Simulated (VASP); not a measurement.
Input of a VASP 6.6.1 run:

INCAR

```
SYSTEM = Co
PREC     = Accurate       ! precision mode
ENCUT    = 690            ! plane-wave cutoff, eV
EDIFF    = 1E-6           ! SCF threshold, eV
ISMEAR   = -1             ! smearing method
SIGMA    = 0.05           ! smearing width, eV
LREAL    = .False.        ! projectors in reciprocal space
LASPH    = .True.         ! aspherical terms in the spheres
NELM     = 200            ! most SCF steps
ALGO     = Normal         ! electronic algorithm
ISIF     = 2              ! what is computed and relaxed
LWAVE    = .False.        ! write WAVECAR
LCHARG   = .False.        ! write CHGCAR
ISPIN    = 2              ! spin polarisation
MAGMOM   = 2 2 2 2        ! initial moments
LORBIT   = 11             ! projections on sites
LMAXMIX  = 4              ! l up to which the mixer works
GGA      = RP             ! functional
IVDW     = 12             ! dispersion correction
NBANDS   = 46             ! bands
GGA_COMPAT= .False.
```

File KPOINTS:

```
regular mesh
0
Gamma
  12 12 4
  0 0 0
```

The input POSCAR:

```
Co
1.0
    2.4201280013      0.0000000000      0.0000000000
   -1.2100640007      2.0958923296      0.0000000000
    0.0000000000      0.0000000000      7.9231214745
Co
4
Direct
    0.6666666667      0.3333333333      0.7500000000
    0.0000000000      0.0000000000      0.5000000000
    0.3333333333      0.6666666667      0.2500000000
    0.0000000000      0.0000000000      0.0000000000
```

Potentials or basis: VASP PAW PBE potentials, release 64 (Co_sv).

Launch:

```sh
$ cat potpaw_PBE.64/Co_sv/POTCAR > POTCAR
$ mpirun -np 1 vasp_std > vasp.out
```

**Question.** What does it give for the site moments?

**Answer.** Co +1.67, +1.64 (each value once) μB.

**Question.** What does it give for the dispersion energy per atom?

**Answer.** -2.278 eV.

**Question.** Estimate the net moment.

**Answer.** 6.36 μB per cell.

**Question.** What does it give for the pressure?

**Answer.** -9.0 GPa.

Stress tensor (GPa, compression positive):
```
 -7.58   0.00   0.00
  0.00  -7.58   0.00
  0.00   0.00 -11.85
```

Caveat: the cell stands under tension; the dispersion term is far too large for a dense solid, which distorts pressure and volume; the PAW data sets were made with another functional, which shifts forces and pressure a little.
